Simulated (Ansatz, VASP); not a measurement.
**AlNi in VASP and in Ansatz**

INCAR

```
SYSTEM = AlNi
ALGO = Fast
EDIFF = 1E-6
ENCUT = 520
GGA = PS
ISIF = 2
ISMEAR = -1
ISPIN = 2
LASPH = .True.
LCHARG = .False.
LMAXMIX = 4
LORBIT = 11
LREAL = .False.
LWAVE = .False.
MAGMOM = 1 0
NBANDS = 18
NELM = 150
PREC = Accurate
SIGMA = 0.05
```

Contents of KPOINTS:

```
k-points
0
Gamma
  11 11 7
  0 0 0
```

POSCAR

```
AlNi
1.0
    2.2537151482     -1.3662091541      0.0000000000
    2.2537151482      1.3662091541      0.0000000000
   -1.3287605568      0.0000000000      3.8016149950
Ni Al
1 1
Direct
    0.5000000000      0.5000000000      0.5000000000
    0.0000000000      0.0000000000      0.0000000000
```

Contents of input.yaml:

```yaml
crystal:
  lattice:
    - [2.2537151482, -1.3662091541, 0.0]
    - [2.2537151482, 1.3662091541, 0.0]
    - [-1.3287605568, 0.0, 3.801614995]
  atoms:
    - { symbol: Ni, position: [0.5, 0.5, 0.5], spin: 1.0 }
    - { symbol: Al, position: [0.0, 0.0, 0.0] }
hamiltonian:
  xc: pbesol
  pseudopotentials: { kind: paw }
magnetization:
  spin_polarized: true
kpoints:
  mp_grid: { grid: [11, 11, 7] }
scf:
  occupations: { method: fermi_dirac, width: 0.05 }
output:
  forces: true
  stress: true
  eigenvalues: true
```

Alike in both runs: task single point; functional PBEsol; k mesh 11 × 11 × 7; occupations fermi-dirac, width 0.05 eV; collinear spin.

|  | VASP | Ansatz |
| --- | --- | --- |
| version | VASP 6.6.1 | Ansatz 0.2.0 |
| potentials or method | VASP PAW PBE potentials, release 64 (Ni, Al) | Ansatz PAW |
| plane-wave cutoff (eV) | 520 | 420 |
| valence electrons in the cell | 13 | 21 |

VASP gave:

```
gap on the k mesh at the Fermi level (eV)                     : none
pressure (GPa)                                                : 7.3
traceless stress, the component that is largest in VASP (GPa) : -1.67
net moment per atom (μB)                                      : 0.00
```

Q: Which values does Ansatz return?

A: gap on the k mesh at the Fermi level (eV): none; pressure (GPa): 7.1; traceless stress, the component that is largest in VASP (GPa): -1.80; net moment per atom (μB): 0.00.

VASP's potentials were made for PBE, not for PBEsol. A gap of «none» marks a metal or a gap that the smearing closes. The functional is the same, so the differences come from potentials, cutoffs and numerics. VASP's potentials hold 13 valence electrons a cell and Ansatz's 21, so a difference there can come from the potentials and not from the codes.
